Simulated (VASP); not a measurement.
# WSe (F-43m) in VASP: further runs, part 2 of 2

VASP 6.6.1.

### 4 Single point, PBE+U, collinear spin

This run uses another cell than the first one, of 30.47 Å³/atom.

INCAR

```
PREC = Accurate
ENCUT = 520
EDIFF = 1E-7
ISMEAR = 0
SIGMA = 0.1
LREAL = F
LASPH = T
NELM = 150
ALGO = Normal
ISIF = 2
LWAVE = F
LCHARG = T
ISPIN = 2
MAGMOM = 3.25 -0.37
LORBIT = 11
LMAXMIX = 4
LDAU = T
LDAUTYPE = 2
LDAUL = 2 -1
LDAUU = 6.2 0
LDAUJ = 0 0
LDAUPRINT = 1
GGA = PE
LELF = T
LVHAR = T
NBANDS = 21
```

KPOINTS

```
regular mesh
0
Gamma
  12 12 12
```

POSCAR

```
WSe
1.0
    0.0000000000      3.1233880268      3.1233880268
    3.1233880268      0.0000000000      3.1233880268
    3.1233880268      3.1233880268      0.0000000000
W Se
1 1
Direct
    0.0000000000      0.0000000000      0.0000000000
    0.2500000000      0.2500000000      0.2500000000
```

Potentials or basis: VASP PAW PBE potentials, release 64 (W_sv, Se).

Command:

```console
> cat potpaw_PBE.64/W_sv/POTCAR potpaw_PBE.64/Se/POTCAR > POTCAR
> mpirun -np 1 vasp_std > vasp.out
```

OUTCAR:

```text
PREC = Accurate
   ENCUT = 520
   EDIFF = 1E-7
   ISMEAR = 0
   LREAL = F
   LASPH = T
   NELM = 150
   ISIF = 2
   ISPIN = 2
   LORBIT = 11
   GGA = PE

 ion  position               nearest neighbor table
   1  0.000  0.000  0.000-   2 2.70   2 2.70   2 2.70   2 2.70
   2  0.250  0.250  0.250-   1 2.70   1 2.70   1 2.70   1 2.70

  LATTYP: Found a face centered cubic cell.
 ALAT       =     6.2467760536

  Lattice vectors:

[... 1404 lines left out ...]
  in kB      -16.8944504    -16.8944504    -16.8944504      0.0000000      0.0000000      0.0000000
  external PRESSURE =     -16.8944504 kB  Pullay stress =       0.0000000 kB

 VOLUME and BASIS-vectors are now :
 -----------------------------------------------------------------------------
  energy-cutoff  :      520.00
  volume of cell :       60.94
      direct lattice vectors                 reciprocal lattice vectors
     0.000000000  3.123388027  3.123388027    -0.160082576  0.160082576  0.160082576
     3.123388027  0.000000000  3.123388027     0.160082576 -0.160082576  0.160082576
     3.123388027  3.123388027  0.000000000     0.160082576  0.160082576 -0.160082576

 POSITION                                       TOTAL-FORCE (eV/Angst)
 -----------------------------------------------------------------------------------
      0.00000      0.00000      0.00000         0.000000      0.000000     -0.000000
      1.56169      1.56169      1.56169        -0.000000     -0.000000      0.000000
 -----------------------------------------------------------------------------------
    total drift:                                0.000000      0.000000      0.000000

  FREE ENERGIE OF THE ION-ELECTRON SYSTEM (eV)
  ---------------------------------------------------
  free  energy   TOTEN  =        -8.9486444665 eV

  energy  without entropy=       -8.9424031380  energy(sigma->0) =       -8.94552380

 total charge

# of ion       s       p       d       tot
------------------------------------------
    1        2.288   6.094   3.399  11.780
    2        1.453   2.341   0.045   3.838
--------------------------------------------------
tot          3.741   8.434   3.444  15.619

 magnetization (x)

# of ion       s       p       d       tot
------------------------------------------
    1        0.108   0.042   3.092   3.242
    2        0.009  -0.252   0.041  -0.202
--------------------------------------------------
tot          0.117  -0.209   3.132   3.040
```

OSZICAR:

```text
N       E                     dE             d eps       ncg     rms          rms(c)
DAV:   1     0.153148426324E+03    0.15315E+03   -0.91281E+03  6064   0.880E+02
DAV:   2    -0.988125161561E+00   -0.15414E+03   -0.14831E+03  7041   0.260E+02
DAV:   3    -0.759273667813E+01   -0.66046E+01   -0.65249E+01  7198   0.504E+01
DAV:   4    -0.766401220227E+01   -0.71276E-01   -0.71240E-01  6748   0.588E+00
DAV:   5    -0.766488522348E+01   -0.87302E-03   -0.87301E-03  7071   0.675E-01    0.118E+01
DAV:   6    -0.843454852642E+01   -0.76966E+00   -0.57187E+00  6608   0.110E+01    0.680E+00
DAV:   7    -0.888688091963E+01   -0.45233E+00   -0.39548E-01  6462   0.315E+00    0.241E+00
DAV:   8    -0.895127118809E+01   -0.64390E-01   -0.93691E-02  6799   0.222E+00    0.175E+00
DAV:   9    -0.894832748625E+01    0.29437E-02   -0.64611E-02  6908   0.169E+00    0.103E+00
DAV:  10    -0.894781176373E+01    0.51572E-03   -0.55976E-03  6771   0.454E-01    0.498E-01
DAV:  11    -0.894848713686E+01   -0.67537E-03   -0.38878E-03  6433   0.466E-01    0.114E-01
DAV:  12    -0.894858459659E+01   -0.97460E-04   -0.48491E-04  6849   0.156E-01    0.531E-02
DAV:  13    -0.894862517074E+01   -0.40574E-04   -0.25948E-05  6691   0.370E-02    0.255E-02
DAV:  14    -0.894864032136E+01   -0.15151E-04   -0.14990E-05  6671   0.255E-02    0.109E-02
DAV:  15    -0.894864390760E+01   -0.35862E-05   -0.48800E-06  6548   0.105E-02    0.441E-03
DAV:  16    -0.894864442419E+01   -0.51659E-06   -0.71907E-07  6771   0.497E-03    0.112E-03
DAV:  17    -0.894864446648E+01   -0.42292E-07   -0.41407E-08  5750   0.125E-03
   1 F= -.89486445E+01 E0= -.89455238E+01  d E =-.624133E-02  mag=     4.0000
```

It took 2.7 min on 1 thread of AMD EPYC 9R45 (Zen 5), shared host; peak memory 0.3 GiB.

Results:

| Property | Result |
| --- | --- |
| Free energy | -8.9486 eV |
| Pressure | -1.7 GPa |
| Band gap on the k mesh | zero (filled and empty bands overlap) |
| Net moment | 4.00 μB per cell |
| Site moments | W +3.24; Se -0.20 μB |
| Valence electrons inside the program's atomic spheres | W 11.78; Se 3.84 |

Eigenvalues of the final occupation matrices:
```
    site  spin  trace               eigenvalues
site 1 d     1   3.28  0.59 0.59 0.59 0.75 0.75
site 1 d     2   0.16  0.01 0.01 0.04 0.04 0.04
```

Caveat: spin-orbit coupling is left out, which moves the levels of the heavy elements.

### 5 Single point, PBE+U, collinear spin

This run uses another cell than the first one, of 30.47 Å³/atom.

Edit INCAR of step 4 so:

```diff
@@ -13,3 +13,3 @@
 ISPIN = 2
-MAGMOM = 3.25 -0.37
+MAGMOM = 1 0
 LORBIT = 11
```

KPOINTS

```
Automatic mesh
0
Gamma
  12 12 12
```

POSCAR is that of step 4.

Command:

```console
> cat potpaw_PBE.64/W_sv/POTCAR potpaw_PBE.64/Se/POTCAR > POTCAR
> mpirun -np 1 vasp_std > vasp.out
```

Wall time 2.9 min (1 thread of AMD EPYC 9R45 (Zen 5), shared host); peak memory 0.3 GiB.

The run converged. Its results:

```yaml
Free_energy: -8.9486 eV
Pressure: -1.7 GPa
Band_gap_on_the_k_mesh: zero (filled and empty bands overlap)
Net_moment: 4.00 μB per cell
Site_moments: W +3.24; Se -0.20 μB
Valence_electrons_inside_the_program's_atomic_spheres: W 11.78; Se 3.84
```

Levels at points of the mesh, in eV from the Fermi level:
Spin up:
```csv
k point,band 8,band 9,band 10,band 11,band 12,band 13,band 14,band 15,band 16,band 17
"(0.00, 0.00, 0.00)",-4.89,-2.68,-2.68,-1.33,2.01,2.01,2.01,5.15,5.15,5.15
"(0.50, 0.00, 0.00)",-4.68,-2.34,-2.34,-1.63,0.43,0.43,1.22,5.59,6.37,6.37
"(0.50, 0.50, 0.00)",-4.08,-2.44,-2.31,-2.27,-0.81,-0.81,3.31,3.95,7.08,9.02
```
Spin down:
```csv
k point,band 6,band 7,band 8,band 9,band 10,band 11
"(0.00, 0.00, 0.00)",-3.60,-3.60,-3.60,0.15,2.97,2.97
"(0.50, 0.00, 0.00)",-5.14,-3.52,-3.52,1.88,3.05,3.05
"(0.50, 0.50, 0.00)",-5.24,-3.57,-3.57,0.81,1.69,3.74
```

Eigenvalues of the final occupation matrices:
| site | spin | trace | eigenvalues |
| --- | --- | --- | --- |
| site 1 d | 1 | 3.28 | 0.59 0.59 0.59 0.75 0.75 |
| site 1 d | 2 | 0.16 | 0.01 0.01 0.04 0.04 0.04 |

Caveat: spin-orbit coupling is left out, which moves the levels of the heavy elements.

### 6 Single point, PBE+U, collinear spin

This run uses another cell than the first one: it holds 4 atoms, not 2.

INCAR

```
SYSTEM = WSe
PREC = Accurate
ENCUT = 520
EDIFF = 1E-6
ISMEAR = 0
SIGMA = 0.1
LREAL = .False.
LASPH = .True.
NELM = 150
ALGO = Fast
ISIF = 2
LWAVE = .False.
LCHARG = .False.
ISPIN = 2
MAGMOM = 1 -1 0 0
LORBIT = 11
LMAXMIX = 4
LDAU = .True.
LDAUTYPE = 2
LDAUL = 2 -1
LDAUU = 6.2 0
LDAUJ = 0 0
LDAUPRINT = 1
GGA = PE
NBANDS = 32
```

KPOINTS

```
regular mesh
0
Gamma
  12 12 6
  0 0 0
```

POSCAR

```
WSe
1.0
    0.0000000000      3.1233880268      3.1233880268
    6.2467760536      3.1233880268      3.1233880268
    6.2467760536      6.2467760536      0.0000000000
W Se
2 2
Direct
    1.0000000000      0.0000000000      1.0000000000
    1.0000000000      0.0000000000      0.5000000000
    0.2500000000      0.2500000000      0.0000000000
    0.2500000000      0.2500000000      0.5000000000
```

Potentials or basis: VASP PAW PBE potentials, release 64 (W_sv, Se).

Command:

```console
> cat potpaw_PBE.64/W_sv/POTCAR potpaw_PBE.64/Se/POTCAR > POTCAR
> mpirun -np 1 vasp_std > vasp.out
```

OUTCAR:

```text
SYSTEM = WSe
   PREC = Accurate
   ENCUT = 520
   EDIFF = 1E-6
   ISMEAR = 0
   LREAL = .False.
   LASPH = .True.
   NELM = 150
   ISIF = 2
   ISPIN = 2
   LORBIT = 11
   GGA = PE

 ion  position               nearest neighbor table
   1  0.000  0.000  0.000-   3 2.70   4 2.70   4 2.70   3 2.70
   2  0.000  0.000  0.500-   4 2.70   3 2.70   3 2.70   4 2.70
   3  0.250  0.250  0.000-   1 2.70   2 2.70   1 2.70   2 2.70
   4  0.250  0.250  0.500-   2 2.70   1 2.70   1 2.70   2 2.70

  LATTYP: Found a simple tetragonal cell.
 ALAT       =     4.4171377081
 C/A-ratio  =     1.4142135624

  Lattice vectors:

 A1 = (   0.0000000000,  -3.1233880268,   3.1233880268)
 A2 = (   0.0000000000,  -3.1233880268,  -3.1233880268)
 A3 = (   6.2467760536,   0.0000000000,   0.0000000000)

Analysis of symmetry for initial positions (statically):
=====================================================================
 Subroutine PRICEL returns following result:

  LATTYP: Found a face centered cubic cell.
 ALAT       =     6.2467760536
[... 12 lines left out ...]
 Subroutine GETGRP returns: Found  8 space group operations
 (whereof  8 operations were pure point group operations)
 out of a pool of 16 trial point group operations.

The static configuration has the point symmetry D_2d.

Analysis of symmetry for dynamics (positions and initial velocities):
=====================================================================
 Subroutine PRICEL returns following result:

  LATTYP: Found a face centered cubic cell.
 ALAT       =     6.2467760536
[... 12 lines left out ...]
 Subroutine GETGRP returns: Found  8 space group operations
 (whereof  8 operations were pure point group operations)
 out of a pool of 16 trial point group operations.

The dynamic configuration has the point symmetry D_2d.

Analysis of structural, dynamic, and magnetic symmetry:
=====================================================================
 Subroutine PRICEL returns following result:

  LATTYP: Found a face centered cubic cell.
 ALAT       =     6.2467760536
[... 12 lines left out ...]
 Subroutine GETGRP returns: Found  8 space group operations
[... 219 lines left out ...]
  ext. energy  EPLUGINS =         0.00000000
  ---------------------------------------------------
  free energy    TOTEN  =       -17.78441172 eV

  energy without entropy =      -17.77178061  energy(sigma->0) =      -17.77809616

 E-fermi :   3.8239     XC(G=0):  -8.9717

 val. band max:        3.8225562136   @ k =  -0.3333   0.4167   0.1667
 cond. band min:       3.8332905228   @ k =   0.2500   0.2500   0.0000
 fundamental gap:      0.0107343092
 Fermi energy:         3.8239415310

 spin component 1

 k-point     1 :       0.0000    0.0000    0.0000
  band No.  band energies     occupation
      1     -71.2418      1.00000
      2     -69.8712      1.00000
      3     -35.8145      1.00000
      4     -35.6075      1.00000
      5     -35.6075      1.00000
      6     -34.0632      1.00000
[... 1673 lines left out ...]
     31      10.4744      0.00000
     32      10.5807      0.00000

 [... further k-points ...]

------------------------ aborting loop because EDIFF is reached ----------------------------------------

  FORCE on cell =-STRESS in cart. coord.  units (eV):
  Direction    XX          YY          ZZ          XY          YZ          ZX
  --------------------------------------------------------------------------------------
  -------------------------------------------------------------------------------------
  Total       -2.3700731     -3.6703355     -3.6703355      0.0000000      0.0000000      0.0000000
  in kB      -31.1554851    -48.2479133    -48.2479133      0.0000000      0.0000000      0.0000000
  external PRESSURE =     -42.5504372 kB  Pullay stress =       0.0000000 kB

 VOLUME and BASIS-vectors are now :
 -----------------------------------------------------------------------------
  energy-cutoff  :      520.00
  volume of cell :      121.88
      direct lattice vectors                 reciprocal lattice vectors
     0.000000000  3.123388027  3.123388027    -0.160082576  0.160082576  0.160082576
     6.246776054  3.123388027  3.123388027     0.160082576 -0.160082576  0.160082576
     6.246776054  6.246776054  0.000000000     0.000000000  0.160082576 -0.160082576

 POSITION                                       TOTAL-FORCE (eV/Angst)
 -----------------------------------------------------------------------------------
      0.00000      0.00000      0.00000        -0.000000     -0.000000     -0.000000
      3.12339      3.12339      0.00000        -0.000000     -0.000000     -0.000000
      1.56169      1.56169      1.56169         0.000000      0.000000      0.000000
      4.68508      4.68508      1.56169         0.000000      0.000000      0.000000
 -----------------------------------------------------------------------------------
    total drift:                                0.000001     -0.000001     -0.000001

  FREE ENERGIE OF THE ION-ELECTRON SYSTEM (eV)
  ---------------------------------------------------
  free  energy   TOTEN  =       -17.7844117221 eV

  energy  without entropy=      -17.7717806069  energy(sigma->0) =      -17.77809616

 total charge

# of ion       s       p       d       tot
------------------------------------------
    1        2.277   6.103   3.316  11.697
    2        2.277   6.103   3.316  11.697
    3        1.433   2.368   0.051   3.851
    4        1.433   2.368   0.051   3.851
--------------------------------------------------
tot          7.421  16.941   6.733  31.095

 magnetization (x)

# of ion       s       p       d       tot
------------------------------------------
    1        0.053   0.038   2.861   2.951
    2       -0.053  -0.038  -2.861  -2.951
    3        0.000   0.000   0.000   0.000
    4        0.000   0.000   0.000   0.000
--------------------------------------------------
tot          0.000   0.000   0.000   0.000
```

It took 47 min on 1 thread of Oxide Virtual Turin-like, shared host; peak memory 0.85 GiB.

What came out:

```yaml
Free_energy: -17.7844 eV
Pressure: -4.3 GPa
Band_gap_on_the_k_mesh: zero (filled and empty bands overlap)
Net_moment: 0.00 μB per cell
Site_moments: W +2.95, -2.95; Se +0.00 μB
Valence_electrons_inside_the_program's_atomic_spheres: W 11.70; Se 3.85
```

Levels at points of the mesh, in eV from the Fermi level:
Spin up:
| k point | band 17 | band 18 | band 19 | band 20 | band 21 | band 22 | band 23 | band 24 |
| --- | --- | --- | --- | --- | --- | --- | --- | --- |
| (0.00, 0.00, 0.00) | -2.73 | -2.63 | -1.08 | -0.55 | 0.91 | 0.91 | 1.80 | 2.83 |
| (0.50, 0.00, 0.00) | -2.63 | -1.92 | -0.56 | -0.37 | 0.80 | 1.33 | 2.27 | 2.81 |
| (0.50, 0.50, 0.00) | -2.58 | -2.16 | -1.23 | -1.18 | -1.18 | 1.49 | 1.91 | 1.91 |
| (0.00, 0.00, 0.50) | -2.61 | -2.00 | -1.04 | -0.35 | 0.33 | 2.41 | 2.55 | 2.87 |
| (0.50, 0.00, 0.50) | -2.57 | -1.74 | -1.48 | -1.26 | -1.26 | 2.35 | 2.35 | 3.18 |
| (0.00, 0.50, 0.50) | -2.86 | -2.62 | -0.84 | 1.19 | 1.19 | 1.69 | 1.73 | 2.70 |
Spin down:
| k point | band 18 | band 19 | band 20 | band 21 | band 22 | band 23 |
| --- | --- | --- | --- | --- | --- | --- |
| (0.00, 0.00, 0.00) | -2.63 | -1.08 | -0.55 | 0.91 | 0.91 | 1.80 |
| (0.50, 0.00, 0.00) | -1.92 | -0.56 | -0.37 | 0.80 | 1.33 | 2.27 |
| (0.50, 0.50, 0.00) | -2.16 | -1.23 | -1.18 | -1.18 | 1.49 | 1.91 |
| (0.00, 0.00, 0.50) | -2.00 | -1.04 | -0.35 | 0.33 | 2.41 | 2.55 |
| (0.50, 0.00, 0.50) | -1.74 | -1.48 | -1.26 | -1.26 | 2.35 | 2.35 |
| (0.00, 0.50, 0.50) | -2.62 | -0.84 | 1.19 | 1.19 | 1.69 | 1.73 |

Eigenvalues of the final occupation matrices:
```csv
site,spin,trace,eigenvalues
site 1 d,1,3.12,0.43 0.43 0.72 0.77 0.78
site 1 d,2,0.23,0.01 0.02 0.06 0.06 0.07
site 2 d,1,0.23,0.01 0.02 0.06 0.06 0.07
site 2 d,2,3.12,0.43 0.43 0.72 0.77 0.78
```

Caveat: the cell stands under tension; spin-orbit coupling is left out, which moves the levels of the heavy elements.

### 7 Overview

| task | cell | k mesh | cutoff (eV) | gap on the mesh (eV) | pressure (GPa) | moment (μB) |
| --- | --- | --- | --- | --- | --- | --- |
| single point | a = 4.412 Å, angles 60.0°, 2 atoms, atomic positions A | 6 × 6 × 6 | 520 | none | -1.5 | 4.00 |
| relaxation of cell and atoms | relaxed from a = 3.788 Å, angles 60.0°, 2 atoms, atomic positions A | 6 × 6 × 6 | 600 | none | -0.1 | 4.00 |
| single point | a = 4.417 Å, angles 60.0°, 2 atoms, atomic positions A | 12 × 12 × 12 | 520 | none | -1.7 | 4.00 |
| single point | a = 4.417, b = 7.651, c = 8.834 Å, angles 30.0, 60.0, 54.7°, 4 atoms, atomic positions B | 12 × 12 × 6 | 520 | none | -4.3 | 0.00 |

Alike in all rows: level PBE+U; potentials or basis VASP PAW PBE potentials, release 64 (W_sv, Se); spin collinear; W d U = 6.2 eV; smearing gaussian 0.1 eV.

Caveats: spin-orbit coupling is left out, which moves the levels of the heavy elements; the electronic state changed during the relaxation (at least some runs); the volume moved by over 15 % at a fixed basis, so the end points are rough (at least some runs); the cell stands under tension (at least some runs).

Absolute energies hang on the potentials; compare differences alone.
